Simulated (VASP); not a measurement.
# Pb (Fm-3m) in VASP: notebook, part 2 of 2

VASP 6.6.1.

## (5) Single point, HSE06

This run uses another cell than the first one, of 28.50 Å³/atom, 0.959 times its volume.

The input, POSCAR:

```
Pb
1.0
    0.0000000000      2.4244952108      2.4244952108
    2.4244952108      0.0000000000      2.4244952108
    2.4244952108      2.4244952108      0.0000000000
Pb
1
Direct
    0.0000000000      0.0000000000      0.0000000000
```

The input, INCAR.step1:

```
SYSTEM = Pb
PREC = Accurate
ENCUT = 520
EDIFF = 1E-5
ISMEAR = -1
SIGMA = 0.05
LREAL = .False.
LASPH = .True.
NELM = 80
ALGO = Normal
ISIF = 2
LWAVE = .True.
NBANDS = 13
GGA = PE
```

The input, INCAR.step2:

```
SYSTEM = Pb
PREC = Accurate
ENCUT = 520
EDIFF = 1E-6
ISMEAR = -1
SIGMA = 0.05
LREAL = .False.
LASPH = .True.
NELM = 80
ALGO = Normal
ISIF = 2
LWAVE = .False.
LCHARG = .True.
GGA = PE
LHFCALC = .True.
HFSCREEN = 0.2079
PRECFOCK = Normal
LELF = .True.
LVHAR = .True.
NBANDS = 13
ISTART = 1
```

The input, KPOINTS:

```
Automatic mesh
0
Gamma
  6 6 6
  0 0 0
```

Potentials or basis: VASP PAW PBE potentials, release 64 (Pb_d).

The run is started by

```bash
$ cat potpaw_PBE.64/Pb_d/POTCAR > POTCAR
$ cp INCAR.step1 INCAR
$ mpirun -np 1 vasp_std > vasp.out
$ cp INCAR.step2 INCAR
$ mpirun -np 1 vasp_std > vasp.out
```

OUTCAR:

```text
SYSTEM = Pb
   PREC = Accurate
   ENCUT = 520
   EDIFF = 1E-6
   ISMEAR = -1
   LREAL = .False.
   LASPH = .True.
   NELM = 80
   ISIF = 2
   GGA = PE
   LHFCALC = .True.
   HFSCREEN = 0.2079
   PRECFOCK = Normal
   ISTART = 1

 ion  position               nearest neighbor table
   1  0.000  0.000  0.000-

  LATTYP: Found a face centered cubic cell.
 ALAT       =     4.8489904216

  Lattice vectors:

 A1 = (   0.0000000000,   2.4244952108,   2.4244952108)
 A2 = (   2.4244952108,   0.0000000000,   2.4244952108)
 A3 = (   2.4244952108,   2.4244952108,   0.0000000000)

Analysis of symmetry for initial positions (statically):
[... 5 lines left out ...]
 face centered cubic supercell.

 Subroutine GETGRP returns: Found 48 space group operations
 (whereof 48 operations were pure point group operations)
 out of a pool of 48 trial point group operations.

The static configuration has the point symmetry O_h .

Analysis of symmetry for dynamics (positions and initial velocities):
[... 5 lines left out ...]
 face centered cubic supercell.

 Subroutine GETGRP returns: Found 48 space group operations
 (whereof 48 operations were pure point group operations)
 out of a pool of 48 trial point group operations.

The dynamic configuration has the point symmetry O_h .

 Subroutine INISYM returns: Found 48 space group operations
 (whereof 48 operations are pure point group operations),
 and found     1 'primitive' translations

----------------------------------------------------------------------------------------

                                     Primitive cell

  volume of cell :      28.5032

  direct lattice vectors                    reciprocal lattice vectors
     0.000000000  2.424495211  2.424495211    -0.206228496  0.206228496  0.206228496
     2.424495211  0.000000000  2.424495211     0.206228496 -0.206228496  0.206228496
     2.424495211  2.424495211  0.000000000     0.206228496  0.206228496 -0.206228496

  length of vectors
     3.428754009  3.428754009  3.428754009     0.357198232  0.357198232  0.357198232

  position of ions in fractional coordinates (direct lattice)
     0.000000000  0.000000000  0.000000000

  ion indices of the primitive-cell ions
   primitive index   ion index
                 1           1

----------------------------------------------------------------------------------------

 KPOINTS: Automatic mesh

Automatic generation of k-mesh.
 Grid dimensions read from file:
 generate k-points for:    6    6    6

 Generating k-lattice:

  Cartesian coordinates                     Fractional coordinates (reciprocal lattice)
    -0.034371416  0.034371416  0.034371416     0.166666667  0.000000000  0.000000000
     0.034371416 -0.034371416  0.034371416     0.000000000  0.166666667  0.000000000
     0.034371416  0.034371416 -0.034371416     0.000000000  0.000000000  0.166666667

  Length of vectors
     0.059533039  0.059533039  0.059533039

  Shift w.r.t. Gamma in fractional coordinates (k-lattice)
     0.000000000  0.000000000  0.000000000

 Subroutine IBZKPT returns following result:
 ===========================================

 Found     16 irreducible k-points:

 Following reciprocal coordinates:
            Coordinates               Weight
  0.000000  0.000000  0.000000      1.000000
  0.166667  0.000000  0.000000      8.000000
  0.333333  0.000000  0.000000      8.000000
  0.500000  0.000000  0.000000      4.000000
  0.166667  0.166667  0.000000      6.000000
  0.333333  0.166667  0.000000     24.000000
[... 8 lines left out ...]
 -0.333333  0.333333  0.166667     24.000000
 -0.333333  0.500000  0.166667     12.000000
   k-points           NKPTS =     16   k-points in BZ     NKDIM =    216   number of bands    NBANDS=     13
   number of dos      NEDOS =    301   number of ions     NIONS =      1
   total plane-waves  NPLWV =  21952
   dimension x,y,z NGX =    28 NGY =   28 NGZ =   28
   dimension x,y,z NGXF=    56 NGYF=   56 NGZF=   56
   ions per type =               1
   NGX,Y,Z   is equivalent  to a cutoff of  13.58, 13.58, 13.58 a.u.
   NGXF,Y,Z  is equivalent  to a cutoff of  27.15, 27.15, 27.15 a.u.
 SYSTEM =  Pb
   PREC   = accura    normal or accurate (medium, high low for compatibility)
   ISTART =      1    job   : 0-new  1-cont  2-samecut
   ICHARG =      0    charge: 1-file 2-atom 10-const
   ISPIN  =      1    spin polarized calculation?
   LNONCOLLINEAR =      F non collinear calculations
   LSORBIT =      F    spin-orbit coupling
   LASPH  =      T    aspherical Exc in radial PAW
   ENCUT  =  520.0 eV  38.22 Ry    6.18 a.u.   6.38  6.38  6.38*2*pi/ulx,y,z
   NELM   =     80;   NELMIN=  2; NELMDL=  0     # of ELM steps
   EDIFF  = 0.1E-05   stopping-criterion for ELM
   LREAL  =      F    real-space projection
   EDIFFG = 0.1E-04   stopping-criterion for IOM
   NSW    =      0    number of steps for IOM
   IBRION =     -1    ionic relax: 0-MD 1-quasi-New 2-CG
   NFREE  =      0    steps in history (QN), initial steepest desc. (CG)
   ISIF   =      2    stress and relaxation
   ISYM   =      3    0-nonsym 1-usesym 2-fastsym
   POTIM  = 0.5000    time-step for ionic-motion
   TEBEG  =    0.0;   TEEND  =   0.0 temperature during run
   PSTRESS=    0.0 pullay stress
   NELECT =      14.0000    total number of electrons
   NUPDOWN=      -1.0000    fix difference up-down
   EMIN   =  10.00;   EMAX   =-10.00  energy-range for DOS
   EFERMI =   0.00;   METHOD = LEGACY
   ISMEAR =    -1;   SIGMA  =   0.05  broadening in eV -4-tet -1-fermi 0-gaus
   EFERMI_NEDOS =   21; number of points for ismear=-14 and -15
   IALGO  =     38    algorithm
   IMIX   =      1    mixing-type and parameters
     AMIX     =   0.40;   BMIX     =  1.00
     AMIX_MAG =   1.60;   BMIX_MAG =  1.00
  volume/ion in A,a.u.               =      28.50       192.35
  Fermi-wavevector in a.u.,A,eV,Ry     =   1.291674  2.440910 22.700248  1.668421
  Thomas-Fermi vector in A             =   2.423429
   LORBIT       =      0    0 simple, 1 ext, 2 COOP (PROOUT), +10 PAW based schemes
   GGA     = PE    functional components
   LHFCALC =     T    Hartree Fock is set to
   PRECFOCK=normal    Normal, Fast or Accurate (Low or Medium for compatibility)
   ENCUT4O =  -1.0   cutoff for four orbital integrals eV
   NKREDX  =     1    reduce k-point grid by
   NKREDY  =     1    reduce k-point grid by
   NKREDZ  =     1    reduce k-point grid by
   AEXX    =    0.2500 exact exchange contribution
   HFSCREEN=    0.2079 screening length (either q_TF or 0.3 A-1)
   HFSCREENC=   0.2079 screening length for correlation (either q_TF or 0.3 A-1)
   ENCUTFOCK=  -1.0 apply spherical cutoff to Coloumb kernel
   IVDW    =     0    specifies the selected vdW correction
   LEPSILON=     F    determine dielectric tensor
   LRPA    =     F    only Hartree local field effects (RPA)
 non-spin polarized calculation
  energy-cutoff  :      520.00
  volume of cell :       28.50
 maximum number of plane-waves:       778
 NGX is ok and might be reduce to    28
  NGX = 20; NGY = 20; NGZ = 20

 number of electron      14.0000001 magnetization

 Free energy of the ion-electron system (eV)
  ---------------------------------------------------
  ext. energy  EPLUGINS =         0.00000000
  ---------------------------------------------------
  free energy    TOTEN  =        -3.92683027 eV

  energy without entropy =       -3.92023960  energy(sigma->0) =       -3.92353494

 E-fermi :   8.2135     XC(G=0):  -8.6691

 val. band max:        8.0999933761   @ k =   0.3333   0.3333   0.0000
 cond. band min:       8.3091899844   @ k =   0.3333   0.1667   0.0000
 fundamental gap:      0.2091966083
 Fermi energy:         8.2134584640

 k-point     1 :       0.0000    0.0000    0.0000
  band No.  band energies     occupation
      1     -11.1058      2.00000
      2     -11.1058      2.00000
      3     -11.1058      2.00000
      4     -10.9311      2.00000
      5     -10.9311      2.00000
      6      -5.6359      2.00000
      7      16.6414      0.00000
      8      16.6414      0.00000
      9      16.6414      0.00000
     10      18.4706      0.00000
     11      20.8932      0.00000
     12      21.6455      0.00000
     13      21.6455      0.00000
[... 225 lines left out ...]
 k-point    16 :      -0.3333    0.5000    0.1667
  band No.  band energies     occupation
      1     -11.1828      2.00000
      2     -11.1366      2.00000
      3     -10.8853      2.00000
      4     -10.8431      2.00000
      5     -10.7211      2.00000
      6       0.8363      2.00000
      7       4.9572      2.00000
      8       7.7797      1.99966
      9       8.5877      0.00112
     10      17.7994      0.00000
     11      18.5943      0.00000
     12      24.0842      0.00000
     13      24.7303      0.00000

------------------------ aborting loop because EDIFF is reached ----------------------------------------

  FORCE on cell =-STRESS in cart. coord.  units (eV):
  Direction    XX          YY          ZZ          XY          YZ          ZX
  --------------------------------------------------------------------------------------
  -------------------------------------------------------------------------------------
  Total        1.0217540      1.0217540      1.0217540      0.0000000      0.0000000     -0.0000000
  in kB       57.4331919     57.4331919     57.4331919      0.0000000      0.0000000     -0.0000000
  external PRESSURE =      57.4331919 kB  Pullay stress =       0.0000000 kB

 VOLUME and BASIS-vectors are now :
 -----------------------------------------------------------------------------
  energy-cutoff  :      520.00
  volume of cell :       28.50
      direct lattice vectors                 reciprocal lattice vectors
     0.000000000  2.424495211  2.424495211    -0.206228496  0.206228496  0.206228496
     2.424495211  0.000000000  2.424495211     0.206228496 -0.206228496  0.206228496
     2.424495211  2.424495211  0.000000000     0.206228496  0.206228496 -0.206228496

 POSITION                                       TOTAL-FORCE (eV/Angst)
 -----------------------------------------------------------------------------------
      0.00000      0.00000      0.00000         0.000000      0.000000     -0.000000
 -----------------------------------------------------------------------------------
    total drift:                                0.000001      0.000002      0.000002

  FREE ENERGIE OF THE ION-ELECTRON SYSTEM (eV)
  ---------------------------------------------------
  free  energy   TOTEN  =        -3.9268302712 eV

  energy  without entropy=       -3.9202395996  energy(sigma->0) =       -3.92353494
```

OUTCAR.step1:

```text
SYSTEM = Pb
   PREC = Accurate
   ENCUT = 520
   EDIFF = 1E-5
   ISMEAR = -1
   LREAL = .False.
[... 463 lines left out ...]
 -----------------------------------------------------------------------------------
      0.00000      0.00000      0.00000         0.000000      0.000000     -0.000000
 -----------------------------------------------------------------------------------
    total drift:                               -0.000000     -0.000000     -0.000000

  FREE ENERGIE OF THE ION-ELECTRON SYSTEM (eV)
  ---------------------------------------------------
  free  energy   TOTEN  =        -3.3957243716 eV

  energy  without entropy=       -3.3875023897  energy(sigma->0) =       -3.39161338
```

OSZICAR.step1:

```text
N       E                     dE             d eps       ncg     rms          rms(c)
DAV:   1     0.106440311420E+03    0.10644E+03   -0.71129E+03   421   0.128E+03
DAV:   2     0.167767589760E+01   -0.10476E+03   -0.10121E+03   436   0.309E+02
DAV:   3    -0.329139133232E+01   -0.49691E+01   -0.49400E+01   534   0.742E+01
DAV:   4    -0.340312577766E+01   -0.11173E+00   -0.11170E+00   499   0.118E+01
DAV:   5    -0.340821599602E+01   -0.50902E-02   -0.50901E-02   568   0.237E+00    0.610E-01
DAV:   6    -0.339844760111E+01    0.97684E-02   -0.13018E-02   547   0.202E+00    0.302E-01
DAV:   7    -0.339582189233E+01    0.26257E-02   -0.58246E-03   541   0.131E+00    0.871E-02
DAV:   8    -0.339573221201E+01    0.89680E-04   -0.47193E-04   540   0.354E-01    0.115E-02
DAV:   9    -0.339572437158E+01    0.78404E-05   -0.10761E-05   351   0.639E-02
   1 F= -.33957244E+01 E0= -.33916134E+01  d E =-.822198E-02
```

It took 18 min on 1 thread of AMD EPYC 7R13 (Zen 3), shared host; peak memory 0.24 GiB.

Results:

| Property | Result |
| --- | --- |
| Free energy | -3.9268 eV |
| Pressure | 5.7 GPa |
| Band gap on the k mesh | zero (band 7 reaches 16.64 eV, above the bottom of band 8 at 6.00 eV) |

Levels at points of the mesh, in eV from the Fermi level:
| k point | band 5 | band 6 | band 7 | band 8 | band 9 | band 10 |
| --- | --- | --- | --- | --- | --- | --- |
| (0.00, 0.00, 0.00) | -19.14 | -13.85 | 8.43 | 8.43 | 8.43 | 10.26 |
| (0.50, 0.00, 0.00) | -18.98 | -9.29 | -5.40 | 6.29 | 6.29 | 9.68 |
| (0.50, 0.50, 0.00) | -18.93 | -7.48 | -4.32 | 2.14 | 2.14 | 5.72 |

Caveat: the k points lie up to 0.37 Å⁻¹ apart; the PAW data sets were made with another functional, which shifts forces and pressure a little; spin-orbit coupling is left out, which moves the levels of the heavy elements.

## (6) Single point, PBE0

This run uses another cell than the first one, of 28.50 Å³/atom, 0.959 times its volume.

POSCAR is that of step 5.

The input, INCAR.step1:

```
PREC = Accurate
ENCUT = 520
EDIFF = 1E-5
ISMEAR = -1
SIGMA = 0.05
LREAL = False
LASPH = True
NELM = 100
ALGO = Normal
ISIF = 2
LWAVE = True
LCHARG = False
NBANDS = 13
GGA = PE
```

The input, INCAR.step2:

```
PREC = Accurate
ENCUT = 520
EDIFF = 1E-6
ISMEAR = -1
SIGMA = 0.05
LREAL = False
LASPH = True
NELM = 100
ALGO = Normal
ISIF = 2
LWAVE = False
LCHARG = False
GGA = PE
LHFCALC = True
AEXX = 0.25
PRECFOCK = Normal
NBANDS = 13
ISTART = 1
```

The input, KPOINTS:

```
Automatic mesh
0
Gamma
  6 6 6
```

Potentials or basis: VASP PAW PBE potentials, release 64 (Pb_d).

The run is started by

```bash
$ cat potpaw_PBE.64/Pb_d/POTCAR > POTCAR
$ cp INCAR.step1 INCAR
$ mpirun -np 1 vasp_std > vasp.out
$ cp INCAR.step2 INCAR
$ mpirun -np 1 vasp_std > vasp.out
```

It took 21 min on 1 thread of AMD EPYC 7R13 (Zen 3), shared host; peak memory 0.15 GiB.

Results (log left out):

| Item | Value |
| --- | --- |
| Free energy | -4.4123 eV |
| Pressure | 5.7 GPa |
| Band gap on the k mesh | zero (band 7 reaches 17.06 eV, above the bottom of band 8 at 5.68 eV) |

Levels at points of the mesh, in eV from the Fermi level:
| k point | band 3 | band 4 | band 5 | band 6 | band 7 | band 8 | band 9 | band 10 | band 11 | band 12 |
| --- | --- | --- | --- | --- | --- | --- | --- | --- | --- | --- |
| (0.00, 0.00, 0.00) | -19.93 | -19.75 | -19.75 | -14.48 | 8.64 | 8.64 | 8.64 | 10.44 | 12.85 | 13.63 |
| (0.50, 0.00, 0.00) | -19.92 | -19.58 | -19.58 | -9.90 | -6.03 | 6.49 | 6.49 | 9.85 | 10.64 | 12.18 |
| (0.50, 0.50, 0.00) | -19.60 | -19.54 | -19.54 | -8.07 | -4.93 | 2.30 | 2.30 | 5.87 | 7.15 | 19.69 |

Caveat: the k points lie up to 0.37 Å⁻¹ apart; the PAW data sets were made with another functional, which shifts forces and pressure a little; spin-orbit coupling is left out, which moves the levels of the heavy elements.

## (7) The runs side by side

| level | cell | k mesh | screening parameter | gap on the mesh (eV) | pressure (GPa) |
| --- | --- | --- | --- | --- | --- |
| B3LYP5 | a = 3.477 Å, angles 60.0°, 1 atom | 5 × 5 × 5 | - | none | 5.1 |
| B3LYP5 | a = 3.500 Å, angles 60.0°, 1 atom | 5 × 5 × 5 | - | none | 3.8 |
| HSE06 | a = 3.429 Å, angles 60.0°, 1 atom | 6 × 6 × 6 | 0.2079 1/Å | none | 5.7 |
| PBE0 | a = 3.429 Å, angles 60.0°, 1 atom | 6 × 6 × 6 | - | none | 5.7 |

Alike in all rows: task single point; potentials or basis VASP PAW PBE potentials, release 64 (Pb_d); no spin polarisation; cutoff (eV) 520; smearing fermi-dirac 0.05 eV.

Caveats: all runs use coarse meshes; the PAW data sets were made with another functional, which shifts forces and pressure a little; spin-orbit coupling is left out, which moves the levels of the heavy elements.

Total energies depend on the potentials used, so only differences within one code and one set of settings carry meaning.
